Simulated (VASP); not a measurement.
A run of VASP 6.6.1:

File INCAR:

```
  ALGO = Normal
  EDIFF = 1E-6
  ENCUT = 520
  GGA = RE
  ISIF = 2
  ISMEAR = -1
  LASPH = T
  LCHARG = T
  LELF = T
  LREAL = F
  LVHAR = T
  LWAVE = F
  NBANDS = 16
  NELM = 80
  PREC = Accurate
  SIGMA = 0.1
```

KPOINTS

```
k-points
0
Gamma
  8 8 4
```

File POSCAR:

```
Rb
1.0
    5.1144520529      0.0000000000      0.0000000000
   -2.5572260265      4.4292454043      0.0000000000
    0.0000000000      0.0000000000      8.4343253476
Rb
2
Direct
    0.3333333333      0.6666666667      0.2500000000
    0.6666666667      0.3333333333      0.7500000000
```

Potentials or basis: VASP PAW PBE potentials, release 64 (Rb_sv).

The run is started by

```sh
$ cat potpaw_PBE.64/Rb_sv/POTCAR > POTCAR
$ mpirun -np 1 vasp_std > vasp.out
```

Hardware: 1 thread of Intel(R) Xeon(R) 6975P-C (Granite Rapids) (shared host).

Task: How long does it take, and how much memory?

Result: Wall time 40 s on 1 thread of Intel(R) Xeon(R) 6975P-C (Granite Rapids) (shared host), peak memory 0.32 GiB. Counts: scf iterations 10, k points 30.
